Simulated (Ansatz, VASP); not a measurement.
**One calculation of Pt, two programs**

```
CELL_PARAMETERS angstrom
0.00000 1.86000 1.95790
1.86000 0.00000 1.95790
1.86000 1.86000 0.00000
ATOMIC_POSITIONS crystal
Pt 0.00000 0.00000 0.00000
```

Change from the starting cell: strain -0.050 along x and y, +0.000 along z, atoms carried along.

Alike in both runs: task single point; functional PBE; k mesh 20 × 20 × 20; occupations gaussian, width 0.15 eV; no spin polarisation.

|  | VASP | Ansatz |
| --- | --- | --- |
| version | VASP 6.6.1 | Ansatz 0.2.0 |
| potentials or method | VASP PAW PBE potentials, release 64 (Pt), cutoff 520 eV | scalar-relativistic, plane waves, PAW |
| valence electrons in the cell | 10 | 18 |

Ansatz gave:

- gap on the k mesh at the Fermi level (eV): none
- pressure (GPa): 53.2
- traceless stress, the component that is largest in VASP (GPa): -6.52

**Question.** Estimate VASP's values.

**Answer.** gap on the k mesh at the Fermi level (eV): none; pressure (GPa): 52.6; traceless stress, the component that is largest in VASP (GPa): -6.48.

A gap of «none» marks a metal or a gap that the smearing closes. Both programs put the cell under a high pressure, so it lies far from rest at this level. VASP's potentials hold 10 valence electrons a cell and Ansatz's 18, so a difference there can come from the potentials and not from the codes.

Spin-orbit coupling is off throughout.
